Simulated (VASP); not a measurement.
# BaZrO3 (Pm-3m) in VASP: further runs

BaZrO3 is run at these levels: PBEsol; tasks: single point, relaxation of cell and atoms.

All numbers are computed with VASP 6.6.1; they aren't measurements. Logs are shortened: lines on timing, memory, paths and dates and some standing lists are left out, and cuts for length are marked.

## 1. The cell of the first run

It takes space group Pm-3m (No. 221, cubic). Conventional cell: a = 4.181 Å, b = 4.181 Å, c = 4.181 Å, α = 90.00°, β = 90.00°, γ = 90.00°. Ba (site symmetry m-3m) has 12 O at 2.96 Å and 8 Zr at 3.62 Å within 3.9 Å. Within 2.8 Å of Zr (site symmetry m-3m) lie 6 O at 2.09 Å. O (site symmetry 4/mmm) has 2 Zr at 2.09 Å within 2.8 Å.

## 2. Single point, PBEsol

File INCAR:

```
PREC = Accurate
ENCUT = 520
EDIFF = 1E-6
ISMEAR = 0
SIGMA = 0.02
LREAL = False
LASPH = True
NELM = 80
ALGO = Normal
ISIF = 2
LWAVE = False
LCHARG = True
GGA = PS
LELF = True
LVHAR = True
NBANDS = 28
```

File KPOINTS:

```
Automatic mesh
0
Gamma
  6 6 6
```

File POSCAR:

```
BaZrO3
1.0
    4.1806652538      0.0000000000      0.0000000000
    0.0000000000      4.1806652538      0.0000000000
    0.0000000000      0.0000000000      4.1806652538
Ba Zr O
1 1 3
Direct
    0.0000000000      0.0000000000      0.0000000000
    0.5000000000      0.5000000000      0.5000000000
    0.0000000000      0.5000000000      0.5000000000
    0.5000000000      0.0000000000      0.5000000000
    0.5000000000      0.5000000000      0.0000000000
```

Potentials or basis: VASP PAW PBE potentials, release 64 (Ba_sv, Zr_sv, O).

The run is started by

```console
> cat potpaw_PBE.64/Ba_sv/POTCAR potpaw_PBE.64/Zr_sv/POTCAR potpaw_PBE.64/O/POTCAR > POTCAR
> mpirun -np 1 vasp_std > vasp.out
```

OUTCAR:

```text
PREC = Accurate
   ENCUT = 520
   EDIFF = 1E-6
   ISMEAR = 0
   LREAL = False
   LASPH = True
   NELM = 80
   ISIF = 2
   GGA = PS

 ion  position               nearest neighbor table
   1  0.000  0.000  0.000-   3 2.96   4 2.96   5 2.96   3 2.96   4 2.96   3 2.96   5 2.96   3 2.96
                             4 2.96   5 2.96   4 2.96   5 2.96   2 3.62   2 3.62   2 3.62   2 3.62
   2  0.500  0.500  0.500-   3 2.09   4 2.09   5 2.09   5 2.09   4 2.09   3 2.09   1 3.62   1 3.62
                             1 3.62   1 3.62   1 3.62   1 3.62   1 3.62   1 3.62
   3  0.000  0.500  0.500-   2 2.09   2 2.09   1 2.96   1 2.96   1 2.96   1 2.96
   4  0.500  0.000  0.500-   2 2.09   2 2.09   1 2.96   1 2.96   1 2.96   1 2.96
   5  0.500  0.500  0.000-   2 2.09   2 2.09   1 2.96   1 2.96   1 2.96   1 2.96

  LATTYP: Found a simple cubic cell.
 ALAT       =     4.1806652538

  Lattice vectors:

 A1 = (   4.1806652538,   0.0000000000,   0.0000000000)
 A2 = (   0.0000000000,   4.1806652538,   0.0000000000)
 A3 = (   0.0000000000,   0.0000000000,   4.1806652538)

Analysis of symmetry for initial positions (statically):
=====================================================================
 Subroutine PRICEL returns:
 Original cell was already a primitive cell.

 Routine SETGRP: Setting up the symmetry group for a
 simple cubic supercell.

 Subroutine GETGRP returns: Found 48 space group operations
 (whereof 48 operations were pure point group operations)
 out of a pool of 48 trial point group operations.

The static configuration has the point symmetry O_h .

Analysis of symmetry for dynamics (positions and initial velocities):
=====================================================================
 Subroutine PRICEL returns:
 Original cell was already a primitive cell.

 Routine SETGRP: Setting up the symmetry group for a
 simple cubic supercell.

 Subroutine GETGRP returns: Found 48 space group operations
 (whereof 48 operations were pure point group operations)
 out of a pool of 48 trial point group operations.

The dynamic configuration has the point symmetry O_h .

 Subroutine INISYM returns: Found 48 space group operations
 (whereof 48 operations are pure point group operations),
 and found     1 'primitive' translations

----------------------------------------------------------------------------------------

                                     Primitive cell

  volume of cell :      73.0695

  direct lattice vectors                    reciprocal lattice vectors
     4.180665254  0.000000000  0.000000000     0.239196381  0.000000000  0.000000000
     0.000000000  4.180665254  0.000000000     0.000000000  0.239196381  0.000000000
     0.000000000  0.000000000  4.180665254     0.000000000  0.000000000  0.239196381

  length of vectors
     4.180665254  4.180665254  4.180665254     0.239196381  0.239196381  0.239196381

  position of ions in fractional coordinates (direct lattice)
     0.000000000  0.000000000  0.000000000
     0.500000000  0.500000000  0.500000000
     0.000000000  0.500000000  0.500000000
     0.500000000  0.000000000  0.500000000
     0.500000000  0.500000000  0.000000000

  ion indices of the primitive-cell ions
   primitive index   ion index
                 1           1
                 2           2
                 3           3
                 4           4
                 5           5

----------------------------------------------------------------------------------------

 KPOINTS: Automatic mesh

Automatic generation of k-mesh.
 Grid dimensions read from file:
 generate k-points for:    6    6    6

 Generating k-lattice:

  Cartesian coordinates                     Fractional coordinates (reciprocal lattice)
     0.039866064  0.000000000  0.000000000     0.166666667  0.000000000  0.000000000
     0.000000000  0.039866064  0.000000000     0.000000000  0.166666667  0.000000000
     0.000000000  0.000000000  0.039866064     0.000000000  0.000000000  0.166666667

  Length of vectors
     0.039866064  0.039866064  0.039866064

  Shift w.r.t. Gamma in fractional coordinates (k-lattice)
     0.000000000  0.000000000  0.000000000

 Subroutine IBZKPT returns following result:
 ===========================================

 Found     20 irreducible k-points:

 Following reciprocal coordinates:
            Coordinates               Weight
  0.000000  0.000000  0.000000      1.000000
  0.166667  0.000000  0.000000      6.000000
  0.333333  0.000000  0.000000      6.000000
  0.500000  0.000000  0.000000      3.000000
  0.166667  0.166667  0.000000     12.000000
  0.333333  0.166667  0.000000     24.000000
[... 12 lines left out ...]
  0.500000  0.500000  0.333333      6.000000
  0.500000  0.500000  0.500000      1.000000
   k-points           NKPTS =     20   k-points in BZ     NKDIM =     20   number of bands    NBANDS=     28
   number of dos      NEDOS =    301   number of ions     NIONS =      5
   total plane-waves  NPLWV =  32768
   dimension x,y,z NGX =    32 NGY =   32 NGZ =   32
   dimension x,y,z NGXF=    64 NGYF=   64 NGZF=   64
   ions per type =               1   1   3
   NGX,Y,Z   is equivalent  to a cutoff of  12.72, 12.72, 12.72 a.u.
   NGXF,Y,Z  is equivalent  to a cutoff of  25.45, 25.45, 25.45 a.u.
 SYSTEM =  unknown system
   PREC   = accura    normal or accurate (medium, high low for compatibility)
   ISTART =      0    job   : 0-new  1-cont  2-samecut
   ICHARG =      2    charge: 1-file 2-atom 10-const
   ISPIN  =      1    spin polarized calculation?
   LNONCOLLINEAR =      F non collinear calculations
   LSORBIT =      F    spin-orbit coupling
   LASPH  =      T    aspherical Exc in radial PAW
   ENCUT  =  520.0 eV  38.22 Ry    6.18 a.u.   7.77  7.77  7.77*2*pi/ulx,y,z
   NELM   =     80;   NELMIN=  2; NELMDL= -5     # of ELM steps
   EDIFF  = 0.1E-05   stopping-criterion for ELM
   LREAL  =      F    real-space projection
   EDIFFG = 0.1E-04   stopping-criterion for IOM
   NSW    =      0    number of steps for IOM
   IBRION =     -1    ionic relax: 0-MD 1-quasi-New 2-CG
   NFREE  =      0    steps in history (QN), initial steepest desc. (CG)
   ISIF   =      2    stress and relaxation
   ISYM   =      2    0-nonsym 1-usesym 2-fastsym
   POTIM  = 0.5000    time-step for ionic-motion
   TEBEG  =    0.0;   TEEND  =   0.0 temperature during run
   PSTRESS=    0.0 pullay stress
   NELECT =      40.0000    total number of electrons
   NUPDOWN=      -1.0000    fix difference up-down
   EMIN   =  10.00;   EMAX   =-10.00  energy-range for DOS
   EFERMI =   0.00;   METHOD = LEGACY
   ISMEAR =     0;   SIGMA  =   0.02  broadening in eV -4-tet -1-fermi 0-gaus
   EFERMI_NEDOS =   21; number of points for ismear=-14 and -15
   IALGO  =     38    algorithm
   IMIX   =      4    mixing-type and parameters
     AMIX     =   0.40;   BMIX     =  1.00
     AMIX_MAG =   1.60;   BMIX_MAG =  1.00
  volume/ion in A,a.u.               =      14.61        98.62
  Fermi-wavevector in a.u.,A,eV,Ry     =   1.339212  2.530744 24.401908  1.793490
  Thomas-Fermi vector in A             =   2.467622
   LORBIT       =      0    0 simple, 1 ext, 2 COOP (PROOUT), +10 PAW based schemes
   GGA     = PS    functional components
   LHFCALC =     F    Hartree Fock is set to
   AEXX    =    0.0000 exact exchange contribution
   IVDW    =     0    specifies the selected vdW correction
   LEPSILON=     F    determine dielectric tensor
   LRPA    =     F    only Hartree local field effects (RPA)
 non-spin polarized calculation
 Gauss-broadening in eV      SIGMA  =   0.02
  energy-cutoff  :      520.00
  volume of cell :       73.07
 maximum number of plane-waves:      1984
 NGX is ok and might be reduce to    32
   NGX = 15   NGY = 15   NGZ = 15

 number of electron      40.0000005 magnetization

 Free energy of the ion-electron system (eV)
  ---------------------------------------------------
  ext. energy  EPLUGINS =         0.00000000
  ---------------------------------------------------
  free energy    TOTEN  =       -43.62068807 eV

  energy without entropy =      -43.62068807  energy(sigma->0) =      -43.62068807

 E-fermi :   3.9354     XC(G=0): -11.0606

 val. band max:        3.6892029871   @ k =   0.5000   0.5000   0.5000
 cond. band min:       6.8114640394   @ k =   0.0000   0.0000   0.0000
 fundamental gap:      3.1222610523
 Fermi energy:         3.9354205958

 k-point     1 :       0.0000    0.0000    0.0000
  band No.  band energies     occupation
      1     -43.1384      2.00000
      2     -21.5288      2.00000
      3     -21.3593      2.00000
      4     -21.3593      2.00000
      5     -21.3593      2.00000
      6     -12.6132      2.00000
[... 20 lines left out ...]
     27      11.2370      0.00000
     28      11.2370      0.00000

 k-point     2 :       0.1667    0.0000    0.0000
  band No.  band energies     occupation
      1     -43.1375      2.00000
      2     -21.6019      2.00000
      3     -21.3574      2.00000
      4     -21.3574      2.00000
      5     -21.3372      2.00000
      6     -12.6229      2.00000
[... 20 lines left out ...]
     27      11.2382      0.00000
     28      11.9091      0.00000

 k-point     3 :       0.3333    0.0000    0.0000
  band No.  band energies     occupation
      1     -43.1357      2.00000
      2     -21.7332      2.00000
      3     -21.3537      2.00000
      4     -21.3537      2.00000
      5     -21.3022      2.00000
      6     -12.7364      2.00000
[... 20 lines left out ...]
     27      11.2861      0.00000
     28      11.4831      0.00000

 k-point     4 :       0.5000    0.0000    0.0000
  band No.  band energies     occupation
      1     -43.1348      2.00000
      2     -21.7947      2.00000
      3     -21.3518      2.00000
      4     -21.3518      2.00000
      5     -21.2861      2.00000
      6     -12.8004      2.00000
[... 454 lines left out ...]
     27      11.9670      0.00000
     28      12.6789      0.00000

 k-point    19 :       0.5000    0.5000    0.3333
  band No.  band energies     occupation
      1     -43.1286      2.00000
      2     -21.6079      2.00000
      3     -21.6079      2.00000
      4     -21.5430      2.00000
      5     -21.3998      2.00000
      6     -11.6436      2.00000
[... 20 lines left out ...]
     27      12.2379      0.00000
     28      13.0309      0.00000

 k-point    20 :       0.5000    0.5000    0.5000
  band No.  band energies     occupation
      1     -43.1277      2.00000
      2     -21.6052      2.00000
      3     -21.6052      2.00000
      4     -21.6052      2.00000
      5     -21.3901      2.00000
      6     -11.3455      2.00000
[... 20 lines left out ...]
     27      12.9046      0.00000
     28      12.9046      0.00000

------------------------ aborting loop because EDIFF is reached ----------------------------------------

  FORCE on cell =-STRESS in cart. coord.  units (eV):
  Direction    XX          YY          ZZ          XY          YZ          ZX
  --------------------------------------------------------------------------------------
  -------------------------------------------------------------------------------------
  Total        0.5328319      0.5328319      0.5328319      0.0000000      0.0000000      0.0000000
  in kB       11.6832765     11.6832765     11.6832765      0.0000000      0.0000000      0.0000000
  external PRESSURE =      11.6832765 kB  Pullay stress =       0.0000000 kB

 VOLUME and BASIS-vectors are now :
 -----------------------------------------------------------------------------
  energy-cutoff  :      520.00
  volume of cell :       73.07
      direct lattice vectors                 reciprocal lattice vectors
     4.180665254  0.000000000  0.000000000     0.239196381  0.000000000  0.000000000
     0.000000000  4.180665254  0.000000000     0.000000000  0.239196381  0.000000000
     0.000000000  0.000000000  4.180665254     0.000000000  0.000000000  0.239196381

 POSITION                                       TOTAL-FORCE (eV/Angst)
 -----------------------------------------------------------------------------------
      0.00000      0.00000      0.00000         0.000000      0.000000      0.000000
      2.09033      2.09033      2.09033         0.000000      0.000000      0.000000
      0.00000      2.09033      2.09033         0.000000      0.000000      0.000000
      2.09033      0.00000      2.09033         0.000000      0.000000      0.000000
      2.09033      2.09033      0.00000         0.000000      0.000000      0.000000
 -----------------------------------------------------------------------------------
    total drift:                                0.000000     -0.000000     -0.000000

  FREE ENERGIE OF THE ION-ELECTRON SYSTEM (eV)
  ---------------------------------------------------
  free  energy   TOTEN  =       -43.6206880664 eV

  energy  without entropy=      -43.6206880664  energy(sigma->0) =      -43.62068807
```

It took 48 s on 1 thread of Intel Xeon 8259CL, shared host; peak memory 0.2 GiB.

Results:

| Quantity | Value |
| --- | --- |
| Free energy | -43.6207 eV |
| Pressure | 1.2 GPa |
| Band gap on the k mesh | 3.12 eV, indirect (least direct gap 3.33 eV) |

Levels at points of the mesh, in eV from the valence-band top:
```
           k point  band 17  band 18  band 19  band 20  band 21  band 22  band 23  band 24
(0.00, 0.00, 0.00)    -1.01    -0.21    -0.21    -0.21     3.12     3.12     3.12     4.55
(0.50, 0.00, 0.00)    -1.77    -1.74    -0.44    -0.44     3.59     5.74     5.74     6.39
(0.50, 0.50, 0.00)    -0.94    -0.94    -0.77    -0.08     5.70     5.70     6.46     6.49
(0.50, 0.50, 0.50)    -2.57     0.00     0.00     0.00     5.93     5.93     5.93     7.06
```

Caveat: the PAW data sets were made with another functional, which shifts forces and pressure a little; spin-orbit coupling is left out, which moves the levels of the heavy elements. Expect the measured gap to be larger: semilocal functionals such as PBEsol lack the derivative discontinuity.

## 3. Relaxation of cell and atoms, PBEsol

This run uses another cell than the first one, of 15.11 Å³/atom, 1.034 times its volume.

File INCAR:

```
ALGO = Normal
EDIFF = 1E-6
EDIFFG = -0.005
ENCUT = 600
GGA = PS
IBRION = 2
ISIF = 3
ISMEAR = 0
LASPH = True
LCHARG = False
LREAL = False
LWAVE = False
NELM = 100
NSW = 70
PREC = Accurate
SIGMA = 0.02
```

File KPOINTS:

```
k-points
0
Gamma
  6 6 6
```

Edit POSCAR of step 2 so:

```diff
@@ -2,5 +2,5 @@
 1.0
-    4.1806652538      0.0000000000      0.0000000000
-    0.0000000000      4.1806652538      0.0000000000
-    0.0000000000      0.0000000000      4.1806652538
+    4.2271626520      0.0000000000      0.0000000000
+    0.0000000000      4.2271626520      0.0000000000
+    0.0000000000      0.0000000000      4.2271626520
 Ba Zr O
```

Potentials or basis: VASP PAW PBE potentials, release 64 (Ba_sv, Zr_sv, O).

The run is started by

```console
> cat potpaw_PBE.64/Ba_sv/POTCAR potpaw_PBE.64/Zr_sv/POTCAR potpaw_PBE.64/O/POTCAR > POTCAR
> mpirun -np 1 vasp_std > vasp.out
```

Run time: 2.5 min. Hardware: 1 thread of Intel Xeon 8259CL, shared host; peak memory 0.25 GiB.

It converged, with:

```
Free energy                            : -43.6332 eV
Relaxed volume                         : 14.71 Å³/atom
Relaxed cell                           : a = 4.189 Å, b = 4.189 Å, c = 4.189 Å, α = 90.00°, β = 90.00°, γ = 90.00°
Space group after relaxing (to 0.05 Å) : Pm-3m (No. 221)
Energy gained by relaxing              : 5.3 meV/atom
Ionic steps                            : 3
Pressure after relaxing                : 0.0 GPa
Band gap on the k mesh                 : 3.11 eV, indirect (least direct gap 3.33 eV)
```

The path:
| step | energy change (eV) | largest force (eV/Å) | pressure (GPa) | volume (Å³) |
| --- | --- | --- | --- | --- |
| 1 | 0.0000 | 0.0000 | -4.14 | 75.53 |
| 2 | 0.0078 | 0.0000 | 5.25 | 71.34 |
| 3 | -0.0267 | 0.0000 | -0.02 | 73.53 |

Final structure:
```cif
data_structure
_symmetry_space_group_name_H-M 'P 1'
_symmetry_Int_Tables_number 1
_cell_length_a 4.1894
_cell_length_b 4.1894
_cell_length_c 4.1894
_cell_angle_alpha 90.000
_cell_angle_beta 90.000
_cell_angle_gamma 90.000
_cell_volume 73.53
loop_
_atom_site_label
_atom_site_type_symbol
_atom_site_fract_x
_atom_site_fract_y
_atom_site_fract_z
_atom_site_occupancy
Ba1 Ba 0.00000 0.00000 0.00000 1
Zr1 Zr 0.50000 0.50000 0.50000 1
O1 O 0.00000 0.50000 0.50000 1
O2 O 0.50000 0.00000 0.50000 1
O3 O 0.50000 0.50000 0.00000 1
```

Levels at points of the mesh, in eV from the valence-band top:
```csv
k point,band 18,band 19,band 20,band 21,band 22,band 23
"(0.00, 0.00, 0.00)",-0.22,-0.22,-0.22,3.11,3.11,3.11
"(0.50, 0.00, 0.00)",-1.72,-0.45,-0.45,3.57,5.70,5.70
"(0.50, 0.50, 0.00)",-0.94,-0.79,-0.08,5.66,5.66,6.43
"(0.50, 0.50, 0.50)",0.00,0.00,0.00,5.91,5.91,5.91
```

Caveat: the PAW data sets were made with another functional, which shifts forces and pressure a little; spin-orbit coupling is left out, which moves the levels of the heavy elements. As with any semilocal functional, this PBEsol gap is likely too small.

## 4. Single point, PBEsol

File INCAR:

```
PREC = Accurate
ENCUT = 910
EDIFF = 1E-6
ISMEAR = 0
SIGMA = 0.02
LREAL = False
LASPH = True
NELM = 120
ALGO = Normal
ISIF = 2
LWAVE = False
LCHARG = True
GGA = PS
LELF = True
LVHAR = True
NBANDS = 28
GGA_COMPAT = False
```

File KPOINTS:

```
Automatic mesh
0
Gamma
  6 6 6
```

Edit POSCAR of step 3 so:

```diff
@@ -2,5 +2,5 @@
 1.0
-    4.2271626520      0.0000000000      0.0000000000
-    0.0000000000      4.2271626520      0.0000000000
-    0.0000000000      0.0000000000      4.2271626520
+    4.1806652538      0.0000000000      0.0000000000
+    0.0000000000      4.1806652538      0.0000000000
+    0.0000000000      0.0000000000      4.1806652538
 Ba Zr O
```

Potentials or basis: VASP PAW PBE potentials, release 64 (Ba_sv, Zr_sv, O_h).

The run is started by

```console
> cat potpaw_PBE.64/Ba_sv/POTCAR potpaw_PBE.64/Zr_sv/POTCAR potpaw_PBE.64/O_h/POTCAR > POTCAR
> mpirun -np 1 vasp_std > vasp.out
```

Run time: 52 s. Hardware: 1 thread of AMD EPYC 9R45 (Zen 5), shared host; peak memory 0.28 GiB.

The run converged. Its results:

- Free energy: -43.6400 eV
- Pressure: 0.9 GPa
- Band gap on the k mesh: 3.13 eV, indirect (least direct gap 3.34 eV)

Levels at points of the mesh, in eV from the valence-band top:
```
           k point  band 18  band 19  band 20  band 21  band 22  band 23
(0.00, 0.00, 0.00)    -0.21    -0.21    -0.21     3.13     3.13     3.13
(0.50, 0.00, 0.00)    -1.74    -0.44    -0.44     3.59     5.74     5.74
(0.50, 0.50, 0.00)    -0.94    -0.77    -0.08     5.71     5.71     6.47
(0.50, 0.50, 0.50)     0.00     0.00     0.00     5.94     5.94     5.94
```

Caveat: the cutoff is under 1.25 times the usual one of these potentials, so pressure, stress and relaxed cells hold a basis-set (Pulay) error; the PAW data sets were made with another functional, which shifts forces and pressure a little; spin-orbit coupling is left out, which moves the levels of the heavy elements.

## 5. Overview

```csv
task,potentials or basis,cell,cutoff (eV),second run,gap on the mesh (eV),pressure (GPa)
single point,"VASP PAW PBE potentials, release 64 (Ba_sv, Zr_sv, O)","a = 4.181 Å, 5 atoms",520,-,3.12,1.2
relaxation of cell and atoms,"VASP PAW PBE potentials, release 64 (Ba_sv, Zr_sv, O)","relaxed from a = 4.227 Å, 5 atoms",600,-,3.11,0.0
single point,"VASP PAW PBE potentials, release 64 (Ba_sv, Zr_sv, O_h)","a = 4.181 Å, 5 atoms",910,hard_potentials,3.13,0.9
```

Alike in all rows: level PBEsol; no spin polarisation; k mesh 6 × 6 × 6; smearing gaussian 0.02 eV.

Caveats: the PAW data sets were made with another functional, which shifts forces and pressure a little; spin-orbit coupling is left out, which moves the levels of the heavy elements; the cutoff is under 1.25 times the usual one of these potentials, so pressure, stress and relaxed cells hold a basis-set (Pulay) error (some runs).

Absolute energies hang on the potentials; compare differences alone.
